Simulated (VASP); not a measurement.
Cr:

```
Cr
1.0
     0.00000    1.81064    1.81064
     1.81064    0.00000    1.81064
     1.81064    1.81064    0.00000
Cr
1
Cartesian
  0.0000 0.0000 0.0000
```

Base run:

| Item | Value |
| --- | --- |
| Program | VASP 6.6.1 |
| Functional | PBE |
| Potentials or basis | VASP PAW PBE potentials, release 64 (Cr_pv) |
| Cutoff | 500 eV |
| k mesh | 20 × 20 × 20 |
| Occupations | gaussian, width 0.05 eV |
| Spin | collinear spin, ferromagnetic start |
| Starting moments | [0.5] μB |

Its results: band gap on the k mesh zero (filled and empty bands overlap); pressure -0.6 GPa; net moment 0.00 μB per cell.

Question: The run is repeated on the same cell with these changes: moments at the start from [0.5] to [0.05]. What comes out?

Answer: Band gap on the k mesh zero (filled and empty bands overlap); pressure -1.4 GPa; net moment 0.00 μB per cell.
